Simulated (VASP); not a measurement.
Set up this calculation in VASP 6.6.1, as the native input.

```
Task                   : single point
Functional             : PBE
Potentials or basis    : VASP PAW PBE potentials, release 64 (P, C)
Cutoff                 : 520 eV
k mesh                 : 6 × 6 × 4
Occupations            : gaussian, width 0.1 eV
Spin                   : no spin polarisation
Dipole correction      : no
Further INCAR settings : ALGO = Normal; EDIFF = 1e-07; NBANDS = 24
```

The structure of P5C lies in POSCAR:

```
P5C
1.0
    5.5605167800      0.0000000000      0.0000000000
   -2.7802583900      4.8155487900      0.0000000000
    0.0000000000      0.0000000000      4.5131127300
P C
5 1
Direct
    0.5000000000      0.0000000000      0.5000000000
    0.5000000000      0.5000000000      0.5000000000
    0.0000000000      0.5000000000      0.5000000000
    0.3333333300      0.6666666700      0.0000000000
    0.6666666700      0.3333333300      0.0000000000
    0.0000000000      0.0000000000      0.0000000000
```

The cell was generated, and may not be a known phase.

One way to write it, as run:

INCAR

```
SYSTEM = P5C
  PREC = Accurate
  ENCUT = 520
  EDIFF = 1E-7
  ISMEAR = 0
  SIGMA = 0.1
  LREAL = .False.
  LASPH = .True.
  NELM = 60
  ALGO = Normal
  ISIF = 2
  LWAVE = .False.
  LCHARG = .False.
  GGA = PE
  NBANDS = 24
```

KPOINTS

```
regular mesh
0
Gamma
  6 6 4
  0 0 0
```

Potentials or basis: VASP PAW PBE potentials, release 64 (P, C).

Command:

```sh
$ cat potpaw_PBE.64/P/POTCAR potpaw_PBE.64/C/POTCAR > POTCAR
$ mpirun -np 1 vasp_std > vasp.out
```

It gave:

The pressure is -13.8 GPa and the band gap on the k mesh is zero (an odd number of electrons rules out a gap without spin polarisation).

Caveat: the cell stands under tension; an odd number of electrons without spin polarisation forces a metal; a magnetic or distorted state may lie lower.

It took 49 s on 1 thread of AMD EPYC 7R43 64-Core Processor (Zen 3) (shared host), peak memory 0.2 GiB.
